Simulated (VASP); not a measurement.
Wanted: the native input for a VASP 6.6.1 run.

- Task: relaxation of cell and atoms
- Functional: PBE
- Potentials or basis: VASP PAW PBE potentials, release 64 (Al, Sn_d, H)
- Cutoff: 600 eV
- k mesh: 4 × 4 × 4
- Occupations: gaussian, width 0.1 eV
- Spin: no spin polarisation
- Dipole correction: no
- Further INCAR settings: ALGO = Normal; EDIFF = 1e-06; IBRION = 2; EDIFFG = -0.04; NSW = 90; ISIF = 3

The structure of Al3Sn2H3 lies in POSCAR:

```
Al3Sn2H3
1.0
    5.0357886400      0.0000000000      0.0000000000
    0.0000000000      5.0357886400      0.0000000000
    0.0000000000      0.0000000000      5.0357886400
Al Sn H
3 2 3
Direct
    0.5000000000      0.0000000000      0.0000000000
    0.0000000000      0.5000000000      0.0000000000
    0.0000000000      0.0000000000      0.5000000000
    0.5000000000      0.5000000000      0.5000000000
    0.0000000000      0.0000000000      0.0000000000
    0.0000000000      0.5000000000      0.5000000000
    0.5000000000      0.0000000000      0.5000000000
    0.5000000000      0.5000000000      0.0000000000
```

The input as run:

INCAR

```
PREC = Accurate ; ENCUT = 600
EDIFF = 1E-6 ; ISMEAR = 0
SIGMA = 0.1 ; LREAL = False
LASPH = True ; NELM = 60
ALGO = Normal ; ISIF = 3
LWAVE = False ; LCHARG = False
GGA = PE ; IBRION = 2
NSW = 90 ; EDIFFG = -0.04
```

KPOINTS

```
Automatic mesh
0
Gamma
  4 4 4
```

Potentials or basis: VASP PAW PBE potentials, release 64 (Al, Sn_d, H).

The run is started by

```console
$ cat potpaw_PBE.64/Al/POTCAR potpaw_PBE.64/Sn_d/POTCAR potpaw_PBE.64/H/POTCAR > POTCAR
$ mpirun -np 1 vasp_std > vasp.out
```

Results of the run:

```
Relaxed volume                         : 17.83 Å³/atom
Relaxed cell                           : a = 5.225 Å, b = 5.225 Å, c = 5.225 Å, α = 90.00°, β = 90.00°, γ = 90.00°
Space group after relaxing (to 0.05 Å) : Pm-3m (No. 221)
Energy gained by relaxing              : 35.4 meV/atom
Ionic steps                            : 3
Pressure after relaxing                : 0.1 GPa
Band gap on the k mesh                 : zero (band 20 reaches 8.93 eV, above the bottom of band 21 at 4.87 eV)
```

Caveat: spin-orbit coupling is left out, which moves the levels of the heavy elements.

It took 49 s on 1 thread of AMD EPYC 9R45 96-Core Processor (Zen 5) (shared host), peak memory 0.23 GiB.
